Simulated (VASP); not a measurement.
# Ta (Immm) in VASP: further runs

Runs on Ta. Level: PBE. Tasks: single point.

Everything below comes from runs of VASP 6.6.1. Logs are shortened: lines on timing, memory, paths and dates and some standing lists are left out, and cuts for length are marked.

## Step 1: The cell of the first run

It takes space group Immm (No. 71, orthorhombic). The conventional cell has a = 3.070 Å, b = 3.319 Å, c = 3.502 Å, α = 90.00°, β = 90.00°, γ = 90.00°. Within 3.8 Å of Ta (site symmetry mmm) lie 14 Ta at 2.86 to 3.50 Å.

## Step 2: Single point, PBE (normal strain along x +0.0550, normal strain along z -0.0750)

INCAR

```
SYSTEM = Ta
  ALGO = Fast
  EDIFF = 1E-6
  ENCUT = 520
  GGA = PE
  ISIF = 2
  ISMEAR = 0
  LASPH = .TRUE.
  LCHARG = .FALSE.
  LREAL = .FALSE.
  LWAVE = .FALSE.
  NBANDS = 12
  NELM = 100
  PREC = Accurate
  SIGMA = 0.15
```

KPOINTS

```
k-points
0
G
  18 18 18
  0 0 0
```

POSCAR

```
Ta
1.0
   -1.7507551652      1.6594835689      1.5350223012
    1.7507551652     -1.6594835689      1.5350223012
    1.7507551652      1.6594835689     -1.5350223012
Ta
1
Direct
    0.0000000000      0.0000000000      0.0000000000
```

Potentials or basis: VASP PAW PBE potentials, release 64 (Ta_pv).

Launch:

```
cat potpaw_PBE.64/Ta_pv/POTCAR > POTCAR
mpirun -np 1 vasp_std > vasp.out
```

OUTCAR:

```text
SYSTEM = Ta
   EDIFF = 1E-6
   ENCUT = 520
   GGA = PE
   ISIF = 2
   ISMEAR = 0
   LASPH = .TRUE.
   LREAL = .FALSE.
   NELM = 100
   PREC = Accurate

 ion  position               nearest neighbor table
   1  0.000  0.000  0.000-

  LATTYP: Found a body centered orthorhombic cell.
 ALAT       =     3.0700446024
 B/A-ratio  =     1.0810810811
 C/A-ratio  =     1.1405405406

  Lattice vectors:

 A1 = (  -1.7507551652,   1.6594835689,  -1.5350223012)
 A2 = (  -1.7507551652,  -1.6594835689,   1.5350223012)
 A3 = (   1.7507551652,   1.6594835689,   1.5350223012)

Analysis of symmetry for initial positions (statically):
=====================================================================
 Subroutine PRICEL returns:
 Original cell was already a primitive cell.

 Routine SETGRP: Setting up the symmetry group for a
 body centered orthorhombic supercell.

 Subroutine GETGRP returns: Found  8 space group operations
 (whereof  8 operations were pure point group operations)
 out of a pool of  8 trial point group operations.

The static configuration has the point symmetry D_2h.

Analysis of symmetry for dynamics (positions and initial velocities):
=====================================================================
 Subroutine PRICEL returns:
 Original cell was already a primitive cell.

 Routine SETGRP: Setting up the symmetry group for a
 body centered orthorhombic supercell.

 Subroutine GETGRP returns: Found  8 space group operations
 (whereof  8 operations were pure point group operations)
 out of a pool of  8 trial point group operations.

The dynamic configuration has the point symmetry D_2h.

 Subroutine INISYM returns: Found  8 space group operations
 (whereof  8 operations are pure point group operations),
 and found     1 'primitive' translations

----------------------------------------------------------------------------------------

                                     Primitive cell

  volume of cell :      17.8391

  direct lattice vectors                    reciprocal lattice vectors
    -1.750755165  1.659483569  1.535022301     0.000000000  0.301298554  0.325728167
     1.750755165 -1.659483569  1.535022301     0.285591047  0.000000000  0.325728167
     1.750755165  1.659483569 -1.535022301     0.285591047  0.301298554  0.000000000

  length of vectors
     2.859252145  2.859252145  2.859252145     0.443711232  0.433198666  0.415142222

  position of ions in fractional coordinates (direct lattice)
     0.000000000  0.000000000  0.000000000

  ion indices of the primitive-cell ions
   primitive index   ion index
                 1           1

----------------------------------------------------------------------------------------

 KPOINTS: k-points

Automatic generation of k-mesh.
 Grid dimensions read from file:
 generate k-points for:   18   18   18

 Generating k-lattice:

  Cartesian coordinates                     Fractional coordinates (reciprocal lattice)
     0.000000000  0.016738809  0.018096009     0.055555556 -0.000000000  0.000000000
     0.015866169  0.000000000  0.018096009     0.000000000  0.055555556  0.000000000
     0.015866169  0.016738809  0.000000000     0.000000000 -0.000000000  0.055555556

  Length of vectors
     0.024650624  0.024066593  0.023063457

  Shift w.r.t. Gamma in fractional coordinates (k-lattice)
     0.000000000  0.000000000  0.000000000

 Subroutine IBZKPT returns following result:
 ===========================================

 Found    865 irreducible k-points:

 Following reciprocal coordinates:
            Coordinates               Weight
  0.000000  0.000000  0.000000      1.000000
  0.055556 -0.000000  0.000000      4.000000
  0.111111 -0.000000  0.000000      4.000000
  0.166667  0.000000 -0.000000      4.000000
  0.222222 -0.000000  0.000000      4.000000
  0.277778 -0.000000  0.000000      4.000000
[... 16 lines left out ...]
 -0.333333  0.055556 -0.000000      8.000000
 -0.277778  0.055556 -0.000000      8.000000
 [... further k-points ...]
   k-points           NKPTS =    865   k-points in BZ     NKDIM =    865   number of bands    NBANDS=     12
   number of dos      NEDOS =    301   number of ions     NIONS =      1
   total plane-waves  NPLWV =  13824
   dimension x,y,z NGX =    24 NGY =   24 NGZ =   24
   dimension x,y,z NGXF=    48 NGYF=   48 NGZF=   48
   ions per type =               1
   NGX,Y,Z   is equivalent  to a cutoff of  13.95, 13.95, 13.95 a.u.
   NGXF,Y,Z  is equivalent  to a cutoff of  27.91, 27.91, 27.91 a.u.
 SYSTEM =  Ta
   PREC   = accura    normal or accurate (medium, high low for compatibility)
   ISTART =      0    job   : 0-new  1-cont  2-samecut
   ICHARG =      2    charge: 1-file 2-atom 10-const
   ISPIN  =      1    spin polarized calculation?
   LNONCOLLINEAR =      F non collinear calculations
   LSORBIT =      F    spin-orbit coupling
   LASPH  =      T    aspherical Exc in radial PAW
   ENCUT  =  520.0 eV  38.22 Ry    6.18 a.u.   5.32  5.32  5.32*2*pi/ulx,y,z
   NELM   =    100;   NELMIN=  2; NELMDL= -5     # of ELM steps
   EDIFF  = 0.1E-05   stopping-criterion for ELM
   LREAL  =      F    real-space projection
   EDIFFG = 0.1E-04   stopping-criterion for IOM
   NSW    =      0    number of steps for IOM
   IBRION =     -1    ionic relax: 0-MD 1-quasi-New 2-CG
   NFREE  =      0    steps in history (QN), initial steepest desc. (CG)
   ISIF   =      2    stress and relaxation
   ISYM   =      2    0-nonsym 1-usesym 2-fastsym
   POTIM  = 0.5000    time-step for ionic-motion
   TEBEG  =    0.0;   TEEND  =   0.0 temperature during run
   PSTRESS=    0.0 pullay stress
   NELECT =      11.0000    total number of electrons
   NUPDOWN=      -1.0000    fix difference up-down
   EMIN   =  10.00;   EMAX   =-10.00  energy-range for DOS
   EFERMI =   0.00;   METHOD = LEGACY
   ISMEAR =     0;   SIGMA  =   0.15  broadening in eV -4-tet -1-fermi 0-gaus
   EFERMI_NEDOS =   21; number of points for ismear=-14 and -15
   IALGO  =     68    algorithm
   IMIX   =      4    mixing-type and parameters
     AMIX     =   0.40;   BMIX     =  1.00
     AMIX_MAG =   1.60;   BMIX_MAG =  1.00
  volume/ion in A,a.u.               =      17.84       120.38
  Fermi-wavevector in a.u.,A,eV,Ry     =   1.393418  2.633178 26.417253  1.941613
  Thomas-Fermi vector in A             =   2.517066
   LORBIT       =      0    0 simple, 1 ext, 2 COOP (PROOUT), +10 PAW based schemes
   GGA     = PE    functional components
   LHFCALC =     F    Hartree Fock is set to
   AEXX    =    0.0000 exact exchange contribution
   IVDW    =     0    specifies the selected vdW correction
   LEPSILON=     F    determine dielectric tensor
   LRPA    =     F    only Hartree local field effects (RPA)
 non-spin polarized calculation
 RMM-DIIS sequential band-by-band and
 Gauss-broadening in eV      SIGMA  =   0.15
  energy-cutoff  :      520.00
  volume of cell :       17.84
 maximum number of plane-waves:       502
 NGX is ok and might be reduce to    24
   NGX = 11   NGY = 11   NGZ = 11

 number of electron      11.0000001 magnetization

 Free energy of the ion-electron system (eV)
  ---------------------------------------------------
  ext. energy  EPLUGINS =         0.00000000
  ---------------------------------------------------
  free energy    TOTEN  =       -11.76516786 eV

  energy without entropy =      -11.75069387  energy(sigma->0) =      -11.75793086

 E-fermi :   5.6203     XC(G=0): -12.6641

 val. band max:        5.6180833307   @ k =   0.1667  -0.1667   0.1667
 cond. band min:       5.6226644690   @ k =  -0.4444   0.4444   0.1111
 fundamental gap:      0.0045811383
 Fermi energy:         5.6203226348

 k-point     1 :       0.0000    0.0000    0.0000
  band No.  band energies     occupation
      1     -27.4668      2.00000
      2     -27.4656      2.00000
      3     -27.4406      2.00000
      4      -2.3869      2.00000
      5       5.5001      1.74302
      6       6.6117      0.00000
      7       7.2019      0.00000
      8       8.4550      0.00000
      9      10.4915      0.00000
     10      19.6683      0.00000
     11      20.5385      0.00000
     12      22.1242      0.00000

 k-point     2 :       0.0556   -0.0000    0.0000
  band No.  band energies     occupation
      1     -27.4952      2.00000
      2     -27.4803      2.00000
      3     -27.4537      2.00000
      4      -2.2368      2.00000
      5       5.5196      1.65763
      6       6.6126      0.00000
      7       7.1346      0.00000
      8       8.4854      0.00000
      9      10.3464      0.00000
     10      19.9509      0.00000
     11      20.8135      0.00000
     12      22.3023      0.00000

 k-point     3 :       0.1111   -0.0000    0.0000
  band No.  band energies     occupation
      1     -27.6056      2.00000
      2     -27.5192      2.00000
      3     -27.4649      2.00000
      4      -1.8020      2.00000
      5       5.4369      1.91617
      6       6.7860      0.00000
      7       6.8861      0.00000
      8       8.6099      0.00000
      9      10.0528      0.00000
     10      20.7624      0.00000
     11      21.4325      0.00000
     12      22.6900      0.00000
[... 286 lines left out ...]
 k-point    23 :      -0.3333    0.0556   -0.0000
  band No.  band energies     occupation
      1     -28.2764      2.00000
      2     -27.7644      2.00000
      3     -27.5251      2.00000
      4       0.8390      2.00000
      5       4.0722      2.00000
      6       5.5581      1.44275
      7       9.6133      0.00000
      8      10.0991      0.00000
      9      10.3068      0.00000
     10      19.7169      0.00000
     11      20.3081      0.00000
     12      22.7810      0.00000

 k-point    24 :      -0.2778    0.0556   -0.0000
  band No.  band energies     occupation
      1     -28.0830      2.00000
      2     -27.6868      2.00000
      3     -27.5077      2.00000
      4       0.1394      2.00000
      5       4.4801      2.00000
      6       5.6696      0.64240
      7       8.7828      0.00000
      8       9.3211      0.00000
      9      10.0966      0.00000
     10      20.2993      0.00000
     11      20.9522      0.00000
     12      23.6181      0.00000

 [... further k-points ...]

------------------------ aborting loop because EDIFF is reached ----------------------------------------

  FORCE on cell =-STRESS in cart. coord.  units (eV):
  Direction    XX          YY          ZZ          XY          YZ          ZX
  --------------------------------------------------------------------------------------
  -------------------------------------------------------------------------------------
  Total        0.0428895      0.7724932      1.2856258      0.0000000     -0.0000000      0.0000000
  in kB        3.8520166     69.3796625    115.4654671      0.0000000     -0.0000000      0.0000000
  external PRESSURE =      62.8990487 kB  Pullay stress =       0.0000000 kB

 VOLUME and BASIS-vectors are now :
 -----------------------------------------------------------------------------
  energy-cutoff  :      520.00
  volume of cell :       17.84
      direct lattice vectors                 reciprocal lattice vectors
    -1.750755165  1.659483569  1.535022301     0.000000000  0.301298554  0.325728167
     1.750755165 -1.659483569  1.535022301     0.285591047  0.000000000  0.325728167
     1.750755165  1.659483569 -1.535022301     0.285591047  0.301298554  0.000000000

 POSITION                                       TOTAL-FORCE (eV/Angst)
 -----------------------------------------------------------------------------------
      0.00000      0.00000      0.00000         0.000000     -0.000000     -0.000000
 -----------------------------------------------------------------------------------
    total drift:                               -0.000000      0.000000      0.000000

  FREE ENERGIE OF THE ION-ELECTRON SYSTEM (eV)
  ---------------------------------------------------
  free  energy   TOTEN  =       -11.7651678614 eV

  energy  without entropy=      -11.7506938681  energy(sigma->0) =      -11.75793086
```

It took 2.7 min on 1 thread of Intel Xeon 8259CL, shared host; peak memory 0.3 GiB.

What came out:

* Free energy: -11.7652 eV
* Pressure: 6.3 GPa
* Band gap on the k mesh: zero (an odd number of electrons rules out a gap without spin polarisation)

Stress tensor (GPa, compression positive):
```
 0.39  0.00  0.00
 0.00  6.94  0.00
 0.00  0.00 11.55
```

Levels at points of the mesh, in eV from the Fermi level:
| k point | band 3 | band 4 | band 5 | band 6 | band 7 | band 8 |
| --- | --- | --- | --- | --- | --- | --- |
| (0.00, 0.00, 0.00) | -33.06 | -8.01 | -0.12 | 0.99 | 1.58 | 2.83 |
| (0.50, 0.00, 0.00) | -33.17 | -4.44 | -2.32 | 2.08 | 4.45 | 5.98 |
| (0.00, 0.50, 0.00) | -33.13 | -4.45 | -1.69 | 1.71 | 3.29 | 5.86 |
| (0.50, 0.50, 0.00) | -33.05 | -4.53 | -0.57 | 1.09 | 2.54 | 4.48 |
| (0.50, 0.50, 0.50) | -33.73 | -4.07 | -3.75 | 6.66 | 6.87 | 7.16 |

Caveat: the cell differs from its parent crystal (normal strain along x +0.0550, normal strain along z -0.0750); the stress differs along the axes, from 0 to 12 GPa; spin-orbit coupling is left out, which moves the levels of the heavy elements.

## Step 3: Single point, PBE (normal strain along x -0.0550, normal strain along z +0.0375)

INCAR

```
SYSTEM = Ta
PREC     = Accurate       ! precision mode
ENCUT    = 520            ! plane-wave cutoff, eV
EDIFF    = 1E-6           ! SCF threshold, eV
ISMEAR   = 0              ! smearing method
SIGMA    = 0.15           ! smearing width, eV
LREAL    = .False.        ! projectors in reciprocal space
LASPH    = .True.         ! aspherical terms in the spheres
NELM     = 100            ! most SCF steps
ALGO     = Fast           ! electronic algorithm
ISIF     = 2              ! what is computed and relaxed
LWAVE    = .False.        ! write WAVECAR
LCHARG   = .False.        ! write CHGCAR
GGA      = PE             ! functional
NBANDS   = 12             ! bands
```

KPOINTS

```
Automatic mesh
0
Gamma
  18 18 18
  0 0 0
```

POSCAR

```
Ta
1.0
   -1.5682119726      1.6594835689      1.7217142027
    1.5682119726     -1.6594835689      1.7217142027
    1.5682119726      1.6594835689     -1.7217142027
Ta
1
Direct
    0.0000000000      0.0000000000      0.0000000000
```

Potentials or basis: VASP PAW PBE potentials, release 64 (Ta_pv).

Launch:

```
cat potpaw_PBE.64/Ta_pv/POTCAR > POTCAR
mpirun -np 1 vasp_std > vasp.out
```

It took 3.3 min on 1 thread of Intel Xeon 8259CL, shared host; peak memory 0.3 GiB.

Results (log left out):

- Free energy: -11.7897 eV
- Pressure: 4.8 GPa
- Band gap on the k mesh: zero (an odd number of electrons rules out a gap without spin polarisation)

Stress tensor (GPa, compression positive):
```
9.43 0.00 0.00
0.00 4.73 0.00
0.00 0.00 0.17
```

Levels at points of the mesh, in eV from the Fermi level:
```csv
k point,band 3,band 4,band 5,band 6,band 7,band 8
"(0.00, 0.00, 0.00)",-33.06,-7.96,0.12,0.90,1.32,3.21
"(0.50, 0.00, 0.00)",-33.05,-4.46,-0.86,1.23,2.95,4.58
"(0.00, 0.50, 0.00)",-33.11,-4.41,-1.65,1.67,3.54,5.51
"(0.50, 0.50, 0.00)",-33.13,-4.40,-2.10,1.93,4.35,5.60
"(0.50, 0.50, 0.50)",-33.77,-3.97,-3.74,6.70,6.84,7.08
```

Caveat: the cell differs from its parent crystal (normal strain along x -0.0550, normal strain along z +0.0375); the stress differs along the axes, from 0 to 9 GPa; spin-orbit coupling is left out, which moves the levels of the heavy elements.

## Step 4: Single point, PBE (normal strain along x -0.0275, normal strain along z -0.0750)

INCAR

```
ALGO = Fast
EDIFF = 1E-6
ENCUT = 520
GGA = PE
ISIF = 2
ISMEAR = 0
LASPH = True
LCHARG = True
LELF = True
LREAL = False
LVHAR = True
LWAVE = False
NBANDS = 12
NELM = 80
PREC = Accurate
SIGMA = 0.15
```

KPOINTS

```
k-points
0
Gamma
  18 18 18
```

POSCAR

```
Ta
1.0
   -1.6138477708      1.6594835689      1.5350223012
    1.6138477708     -1.6594835689      1.5350223012
    1.6138477708      1.6594835689     -1.5350223012
Ta
1
Direct
    0.0000000000      0.0000000000      0.0000000000
```

Potentials or basis: VASP PAW PBE potentials, release 64 (Ta_pv).

Launch:

```
cat potpaw_PBE.64/Ta_pv/POTCAR > POTCAR
mpirun -np 1 vasp_std > vasp.out
```

OUTCAR:

```text
EDIFF = 1E-6
   ENCUT = 520
   GGA = PE
   ISIF = 2
   ISMEAR = 0
   LASPH = True
   LREAL = False
   NELM = 80
   PREC = Accurate

 ion  position               nearest neighbor table
   1  0.000  0.000  0.000-

  LATTYP: Found a body centered orthorhombic cell.
 ALAT       =     3.0700446024
 B/A-ratio  =     1.0513513514
 C/A-ratio  =     1.0810810811

  Lattice vectors:

 A1 = (   1.6138477708,  -1.6594835689,   1.5350223012)
 A2 = (  -1.6138477708,  -1.6594835689,  -1.5350223012)
[... 542 lines left out ...]

 [... further k-points ...]

------------------------ aborting loop because EDIFF is reached ----------------------------------------

  FORCE on cell =-STRESS in cart. coord.  units (eV):
  Direction    XX          YY          ZZ          XY          YZ          ZX
  --------------------------------------------------------------------------------------
  -------------------------------------------------------------------------------------
  Total        2.6218117      2.1509785      3.2488644      0.0000000      0.0000000      0.0000000
  in kB      255.4476301    209.5735373    316.5424570      0.0000000      0.0000000      0.0000000
  external PRESSURE =     260.5212081 kB  Pullay stress =       0.0000000 kB

 VOLUME and BASIS-vectors are now :
 -----------------------------------------------------------------------------
  energy-cutoff  :      520.00
  volume of cell :       16.44
      direct lattice vectors                 reciprocal lattice vectors
    -1.613847771  1.659483569  1.535022301     0.000000000  0.301298554  0.325728167
     1.613847771 -1.659483569  1.535022301     0.309818565  0.000000000  0.325728167
     1.613847771  1.659483569 -1.535022301     0.309818565  0.301298554  0.000000000

 POSITION                                       TOTAL-FORCE (eV/Angst)
 -----------------------------------------------------------------------------------
      0.00000      0.00000      0.00000         0.000000      0.000000      0.000000
 -----------------------------------------------------------------------------------
    total drift:                                0.000000      0.000000     -0.000000

  FREE ENERGIE OF THE ION-ELECTRON SYSTEM (eV)
  ---------------------------------------------------
  free  energy   TOTEN  =       -11.6617701271 eV

  energy  without entropy=      -11.6487518365  energy(sigma->0) =      -11.65526098
```

OSZICAR:

```text
N       E                     dE             d eps       ncg     rms          rms(c)
DAV:   1     0.615846210009E+02    0.61585E+02   -0.61323E+03 20836   0.891E+02
DAV:   2    -0.110630934453E+02   -0.72648E+02   -0.70779E+02 23072   0.249E+02
DAV:   3    -0.120550895580E+02   -0.99200E+00   -0.98328E+00 24732   0.275E+01
DAV:   4    -0.120573951466E+02   -0.23056E-02   -0.23055E-02 22732   0.146E+00
DAV:   5    -0.120574013198E+02   -0.61732E-05   -0.61729E-05 24468   0.725E-02    0.159E+01
RMM:   6    -0.117602111009E+02    0.29719E+00   -0.19488E-01 22036   0.377E+00    0.809E+00
RMM:   7    -0.116622164849E+02    0.97995E-01   -0.22375E-01 23530   0.398E+00    0.356E-01
RMM:   8    -0.116617089221E+02    0.50756E-03   -0.91717E-03 25497   0.948E-01    0.285E-01
RMM:   9    -0.116617908019E+02   -0.81880E-04   -0.95605E-04 26298   0.319E-01    0.501E-02
RMM:  10    -0.116617739166E+02    0.16885E-04   -0.11603E-04 26243   0.111E-01    0.883E-03
RMM:  11    -0.116617699540E+02    0.39626E-05   -0.19420E-05 25426   0.447E-02    0.438E-03
RMM:  12    -0.116617701271E+02   -0.17308E-06   -0.29247E-06 21973   0.160E-02
   1 F= -.11661770E+02 E0= -.11655261E+02  d E =-.130183E-01
```

Wall time 4.7 min (1 thread of Intel Xeon 8259CL, shared host); peak memory 0.28 GiB.

What came out:

```
Free energy            : -11.6618 eV
Pressure               : 26.1 GPa
Band gap on the k mesh : zero (an odd number of electrons rules out a gap without spin polarisation)
```

Stress tensor (GPa, compression positive):
```
25.54  0.00  0.00
 0.00 20.96  0.00
 0.00  0.00 31.65
```

Caveat: the cell differs from its parent crystal (normal strain along x -0.0275, normal strain along z -0.0750); the stress differs along the axes, from 21 to 32 GPa; spin-orbit coupling is left out, which moves the levels of the heavy elements.

(Part 1 of 2 ends here.)
